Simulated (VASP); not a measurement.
# BiTe (P-1) in VASP: single point with PBEsol

Aim: the single point of BiTe with PBEsol.

Everything below comes from runs of VASP 6.6.1. Logs are shortened: lines on timing, memory, paths and dates and some standing lists are left out, and cuts for length are marked.

## 1. The cell of the first run

The typed cell holds 4 atoms: a = 4.521 Å, b = 4.521 Å, c = 6.394 Å, α = 90.00°, β = 90.00°, γ = 90.00°.

## 2. Single point, PBEsol (all atoms moved at random, sigma 0.02 Å a component, then relaxed in part)

INCAR reads:

```
ALGO = Normal
EDIFF = 1E-6
ENCUT = 520
GGA = PS
ISIF = 2
ISMEAR = 0
LASPH = True
LCHARG = False
LREAL = False
LWAVE = False
NBANDS = 29
NELM = 60
PREC = Accurate
SIGMA = 0.15
```

KPOINTS reads:

```
k-points
0
Gamma
  8 8 6
```

POSCAR reads:

```
BiTe
1.0
    0.0000000000     -3.1971538300     -3.1971538300
    0.0000000000      3.1971538300     -3.1971538300
    6.3943076600      0.0000000000      0.0000000000
Bi Te
2 2
Direct
    0.5012882722      0.5188151971      0.5000591864
   -0.0012963379     -0.0188065213     -0.0000603188
    0.4980570455      0.4664059719      0.0000699828
    0.0019510202      0.0335853522      0.4999311496
```

Potentials or basis: VASP PAW PBE potentials, release 64 (Bi_d, Te).

Started as:

```console
$ cat potpaw_PBE.64/Bi_d/POTCAR potpaw_PBE.64/Te/POTCAR > POTCAR
$ mpirun -np 1 vasp_std > vasp.out
```

OUTCAR:

```text
EDIFF = 1E-6
   ENCUT = 520
   GGA = PS
   ISIF = 2
   ISMEAR = 0
   LASPH = True
   LREAL = False
   NELM = 60
   PREC = Accurate

 ion  position               nearest neighbor table
   1  0.501  0.519  0.500-   4 3.15   4 3.15   3 3.21   3 3.21   4 3.24   4 3.25
   2  0.999  0.981  1.000-   3 3.15   3 3.15   4 3.21   4 3.21   3 3.24   3 3.25
   3  0.498  0.466  0.000-   2 3.15   2 3.15   1 3.21   1 3.21   2 3.24   2 3.25
   4  0.002  0.034  0.500-   1 3.15   1 3.15   2 3.21   2 3.21   1 3.24   1 3.25

  LATTYP: Found a simple tetragonal cell.
 ALAT       =     4.5214583074
 C/A-ratio  =     1.4142135624

  Lattice vectors:

 A1 = (   0.0000000000,  -3.1971538300,  -3.1971538300)
 A2 = (   0.0000000000,   3.1971538300,  -3.1971538300)
 A3 = (   6.3943076600,   0.0000000000,   0.0000000000)

Analysis of symmetry for initial positions (statically):
=====================================================================
 Subroutine PRICEL returns:
 Original cell was already a primitive cell.

 Routine SETGRP: Setting up the symmetry group for a
 simple tetragonal supercell.

 Subroutine GETGRP returns: Found  1 space group operations
 (whereof  1 operations were pure point group operations)
 out of a pool of 16 trial point group operations.

The static configuration has the point symmetry C_1 .

Analysis of symmetry for dynamics (positions and initial velocities):
=====================================================================
 Subroutine PRICEL returns:
 Original cell was already a primitive cell.

 Routine SETGRP: Setting up the symmetry group for a
 simple tetragonal supercell.

 Subroutine GETGRP returns: Found  1 space group operations
 (whereof  1 operations were pure point group operations)
 out of a pool of 16 trial point group operations.

The dynamic configuration has the point symmetry C_1 .

 Subroutine INISYM returns: Found  1 space group operations
 (whereof  1 operations are pure point group operations),
 and found     1 'primitive' translations

----------------------------------------------------------------------------------------

                                     Primitive cell

  volume of cell :     130.7226

  direct lattice vectors                    reciprocal lattice vectors
     0.000000000 -3.197153830 -3.197153830     0.000000000 -0.156389097 -0.156389097
     0.000000000  3.197153830 -3.197153830     0.000000000  0.156389097 -0.156389097
     6.394307660  0.000000000  0.000000000     0.156389097  0.000000000  0.000000000

  length of vectors
     4.521458307  4.521458307  6.394307660     0.221167582  0.221167582  0.156389097

  position of ions in fractional coordinates (direct lattice)
     0.501288272  0.518815197  0.500059186
     0.998703662  0.981193479  0.999939681
     0.498057045  0.466405972  0.000069983
     0.001951020  0.033585352  0.499931150

  ion indices of the primitive-cell ions
   primitive index   ion index
                 1           1
                 2           2
                 3           3
                 4           4

----------------------------------------------------------------------------------------

 KPOINTS: k-points

Automatic generation of k-mesh.
 Grid dimensions read from file:
 generate k-points for:    8    8    6

 Generating k-lattice:

  Cartesian coordinates                     Fractional coordinates (reciprocal lattice)
     0.000000000 -0.019548637 -0.019548637     0.125000000  0.000000000  0.000000000
     0.000000000  0.019548637 -0.019548637     0.000000000  0.125000000  0.000000000
     0.026064849  0.000000000  0.000000000     0.000000000  0.000000000  0.166666667

  Length of vectors
     0.027645948  0.027645948  0.026064849

  Shift w.r.t. Gamma in fractional coordinates (k-lattice)
     0.000000000  0.000000000  0.000000000

 Subroutine IBZKPT returns following result:
 ===========================================

 Found    196 irreducible k-points:

 Following reciprocal coordinates:
            Coordinates               Weight
  0.000000  0.000000  0.000000      1.000000
  0.125000  0.000000  0.000000      2.000000
  0.000000  0.125000  0.000000      2.000000
  0.250000  0.000000  0.000000      2.000000
  0.000000  0.250000  0.000000      2.000000
  0.375000  0.000000  0.000000      2.000000
[... 16 lines left out ...]
 -0.250000  0.250000  0.000000      2.000000
  0.375000  0.250000  0.000000      2.000000
 [... further k-points ...]
   k-points           NKPTS =    196   k-points in BZ     NKDIM =    196   number of bands    NBANDS=     29
   number of dos      NEDOS =    301   number of ions     NIONS =      4
   total plane-waves  NPLWV =  62208
   dimension x,y,z NGX =    36 NGY =   36 NGZ =   48
   dimension x,y,z NGXF=    72 NGYF=   72 NGZF=   96
   ions per type =               2   2
   NGX,Y,Z   is equivalent  to a cutoff of  13.24, 13.24, 12.48 a.u.
   NGXF,Y,Z  is equivalent  to a cutoff of  26.47, 26.47, 24.96 a.u.
 SYSTEM =  unknown system
   PREC   = accura    normal or accurate (medium, high low for compatibility)
   ISTART =      0    job   : 0-new  1-cont  2-samecut
   ICHARG =      2    charge: 1-file 2-atom 10-const
   ISPIN  =      1    spin polarized calculation?
   LNONCOLLINEAR =      F non collinear calculations
   LSORBIT =      F    spin-orbit coupling
   LASPH  =      T    aspherical Exc in radial PAW
   ENCUT  =  520.0 eV  38.22 Ry    6.18 a.u.   8.41  8.41 11.89*2*pi/ulx,y,z
   NELM   =     60;   NELMIN=  2; NELMDL= -5     # of ELM steps
   EDIFF  = 0.1E-05   stopping-criterion for ELM
   LREAL  =      F    real-space projection
   EDIFFG = 0.1E-04   stopping-criterion for IOM
   NSW    =      0    number of steps for IOM
   IBRION =     -1    ionic relax: 0-MD 1-quasi-New 2-CG
   NFREE  =      0    steps in history (QN), initial steepest desc. (CG)
   ISIF   =      2    stress and relaxation
   ISYM   =      2    0-nonsym 1-usesym 2-fastsym
   POTIM  = 0.5000    time-step for ionic-motion
   TEBEG  =    0.0;   TEEND  =   0.0 temperature during run
   PSTRESS=    0.0 pullay stress
   NELECT =      42.0000    total number of electrons
   NUPDOWN=      -1.0000    fix difference up-down
   EMIN   =  10.00;   EMAX   =-10.00  energy-range for DOS
   EFERMI =   0.00;   METHOD = LEGACY
   ISMEAR =     0;   SIGMA  =   0.15  broadening in eV -4-tet -1-fermi 0-gaus
   EFERMI_NEDOS =   21; number of points for ismear=-14 and -15
   IALGO  =     38    algorithm
   IMIX   =      4    mixing-type and parameters
     AMIX     =   0.40;   BMIX     =  1.00
     AMIX_MAG =   1.60;   BMIX_MAG =  1.00
  volume/ion in A,a.u.               =      32.68       220.54
  Fermi-wavevector in a.u.,A,eV,Ry     =   1.121264  2.118881 17.105681  1.257232
  Thomas-Fermi vector in A             =   2.257916
   LORBIT       =      0    0 simple, 1 ext, 2 COOP (PROOUT), +10 PAW based schemes
   GGA     = PS    functional components
   LHFCALC =     F    Hartree Fock is set to
   AEXX    =    0.0000 exact exchange contribution
   IVDW    =     0    specifies the selected vdW correction
   LEPSILON=     F    determine dielectric tensor
   LRPA    =     F    only Hartree local field effects (RPA)
 non-spin polarized calculation
 Gauss-broadening in eV      SIGMA  =   0.15
  energy-cutoff  :      520.00
  volume of cell :      130.72
 maximum number of plane-waves:      3563
 NGX is ok and might be reduce to    36
   NGX = 17   NGY = 17   NGZ = 23

 number of electron      42.0000009 magnetization

 Free energy of the ion-electron system (eV)
  ---------------------------------------------------
  ext. energy  EPLUGINS =         0.00000000
  ---------------------------------------------------
  free energy    TOTEN  =       -16.00614108 eV

  energy without entropy =      -15.98366924  energy(sigma->0) =      -15.99490516

 E-fermi :   6.9121     XC(G=0):  -9.7518

 val. band max:        6.8986543190   @ k =   0.0000   0.3750   0.5000
 cond. band min:       6.9150683192   @ k =  -0.3750   0.0000   0.3333
 fundamental gap:      0.0164140002
 Fermi energy:         6.9121333388

 k-point     1 :       0.0000    0.0000    0.0000
  band No.  band energies     occupation
      1     -16.1673      2.00000
      2     -16.1574      2.00000
      3     -16.1546      2.00000
      4     -16.1520      2.00000
      5     -16.1517      2.00000
      6     -16.1487      2.00000
[... 21 lines left out ...]
     28      11.5016      0.00000
     29      11.5737      0.00000

 k-point     2 :       0.1250    0.0000    0.0000
  band No.  band energies     occupation
      1     -16.1658      2.00000
      2     -16.1581      2.00000
      3     -16.1535      2.00000
      4     -16.1532      2.00000
      5     -16.1505      2.00000
      6     -16.1490      2.00000
[... 21 lines left out ...]
     28      11.2698      0.00000
     29      11.8788      0.00000

 k-point     3 :       0.0000    0.1250    0.0000
  band No.  band energies     occupation
      1     -16.1662      2.00000
      2     -16.1581      2.00000
      3     -16.1532      2.00000
      4     -16.1531      2.00000
      5     -16.1519      2.00000
      6     -16.1476      2.00000
[... 21 lines left out ...]
     28      11.5940      0.00000
     29      11.9142      0.00000

 k-point     4 :       0.2500    0.0000    0.0000
  band No.  band energies     occupation
      1     -16.1623      2.00000
      2     -16.1598      2.00000
      3     -16.1561      2.00000
      4     -16.1506      2.00000
      5     -16.1502      2.00000
      6     -16.1473      2.00000
[... 21 lines left out ...]
     28      11.1875      0.00000
     29      12.3910      0.00000

 k-point     5 :       0.0000    0.2500    0.0000
  band No.  band energies     occupation
      1     -16.1635      2.00000
      2     -16.1597      2.00000
      3     -16.1559      2.00000
      4     -16.1529      2.00000
      5     -16.1494      2.00000
      6     -16.1449      2.00000
[... 21 lines left out ...]
     28      11.8678      0.00000
     29      11.9997      0.00000
[... 510 lines left out ...]
     28      11.5203      0.00000
     29      14.1857      0.00000

 k-point    22 :       0.2500    0.2500    0.0000
  band No.  band energies     occupation
      1     -16.1646      2.00000
      2     -16.1643      2.00000
      3     -16.1545      2.00000
      4     -16.1485      2.00000
      5     -16.1472      2.00000
      6     -16.1463      2.00000
[... 21 lines left out ...]
     28      12.0515      0.00000
     29      12.0585      0.00000

 k-point    23 :      -0.2500    0.2500    0.0000
  band No.  band energies     occupation
      1     -16.1649      2.00000
      2     -16.1642      2.00000
      3     -16.1540      2.00000
      4     -16.1488      2.00000
      5     -16.1477      2.00000
      6     -16.1463      2.00000
[... 21 lines left out ...]
     28      12.0581      0.00000
     29      12.0685      0.00000

 k-point    24 :       0.3750    0.2500    0.0000
  band No.  band energies     occupation
      1     -16.1674      2.00000
      2     -16.1668      2.00000
      3     -16.1515      2.00000
      4     -16.1476      2.00000
      5     -16.1476      2.00000
      6     -16.1448      2.00000
[... 21 lines left out ...]
     28      11.3416      0.00000
     29      13.2470      0.00000

 [... further k-points ...]
[... 5 lines left out ...]
  --------------------------------------------------------------------------------------
  -------------------------------------------------------------------------------------
  Total       -0.0553000     -0.0223918     -0.0013794     -0.0011116      0.0533861      0.0012236
  in kB       -0.6777749     -0.2744414     -0.0169066     -0.0136241      0.6543167      0.0149967
  external PRESSURE =      -0.3230410 kB  Pullay stress =       0.0000000 kB

 VOLUME and BASIS-vectors are now :
 -----------------------------------------------------------------------------
  energy-cutoff  :      520.00
  volume of cell :      130.72
      direct lattice vectors                 reciprocal lattice vectors
     0.000000000 -3.197153830 -3.197153830     0.000000000 -0.156389097 -0.156389097
     0.000000000  3.197153830 -3.197153830     0.000000000  0.156389097 -0.156389097
     6.394307660  0.000000000  0.000000000     0.156389097  0.000000000  0.000000000

 POSITION                                       TOTAL-FORCE (eV/Angst)
 -----------------------------------------------------------------------------------
      3.19753      0.05604     -3.26143        -0.000331      0.008743     -0.007898
      6.39392     -0.05598     -6.33004         0.000372     -0.009085      0.007913
      0.00045     -0.10119     -3.08354        -0.000382     -0.000159     -0.003446
      3.19671      0.10114     -0.11362         0.000341      0.000501      0.003430
 -----------------------------------------------------------------------------------
    total drift:                               -0.000003     -0.000010      0.000009

  FREE ENERGIE OF THE ION-ELECTRON SYSTEM (eV)
  ---------------------------------------------------
  free  energy   TOTEN  =       -16.0061410770 eV

  energy  without entropy=      -15.9836692424  energy(sigma->0) =      -15.99490516
```

Wall time 5.5 min (1 thread of Intel Xeon Platinum 8488C (Sapphire Rapids), shared host); peak memory 0.7 GiB.

What came out:

```
Free energy            : -16.0061 eV
Pressure               : 0.0 GPa
Largest force          : 0.012 eV/Å
Band gap on the k mesh : zero (band 21 reaches 9.11 eV, above the bottom of band 22 at 6.04 eV)
```

Forces on the atoms (eV/Å):
```
Bi   0.000  0.009 -0.008
Bi   0.000 -0.009  0.008
Te   0.000  0.000 -0.003
Te   0.000  0.001  0.003
```

Caveat: the cell differs from its parent crystal (all atoms moved at random, sigma 0.02 Å a component, then relaxed in part); the PAW data sets were made with another functional, which shifts forces and pressure a little; spin-orbit coupling is left out, which moves the levels of the heavy elements.
